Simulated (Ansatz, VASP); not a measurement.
## Two plane-wave programs on TiO2

```xyz
6
Lattice="4.5922 0.0000 0.0000 0.0000 4.5922 0.0000 0.0000 0.0000 2.9574" Properties=species:S:1:pos:R:3 pbc="T T T"
Ti    0.0000    0.0000    0.0000
Ti    2.2961    2.2961    1.4787
O     1.4004    1.4004    0.0000
O     0.8957    3.6965    1.4787
O     3.1918    3.1918    0.0000
O     3.6965    0.8957    1.4787
```

Alike in both runs: task single point; functional PBE; k mesh 8 × 8 × 10; occupations gaussian, width 0.05 eV; no spin polarisation.

```csv
,VASP,Ansatz
version,VASP 6.6.1,Ansatz 0.2.0
potentials or method,"VASP PAW PBE potentials, release 64 (Ti_sv, O), cutoff 520 eV","scalar-relativistic, plane waves, PAW"
valence electrons in the cell,48,48
```

VASP gave:

* gap on the k mesh at the Fermi level (eV): 1.87
* pressure (GPa): 6.0
* traceless stress, the component that is largest in VASP (GPa): -0.32
* rms of the force components (eV/Å): 0.059

**Question.** Estimate Ansatz's values.

**Answer.** gap on the k mesh at the Fermi level (eV): 1.90; pressure (GPa): 5.4; traceless stress, the component that is largest in VASP (GPa): -0.54; rms of the force components (eV/Å): 0.047.

Atom by atom the forces differ by 0.013 eV/Å (rms over components).
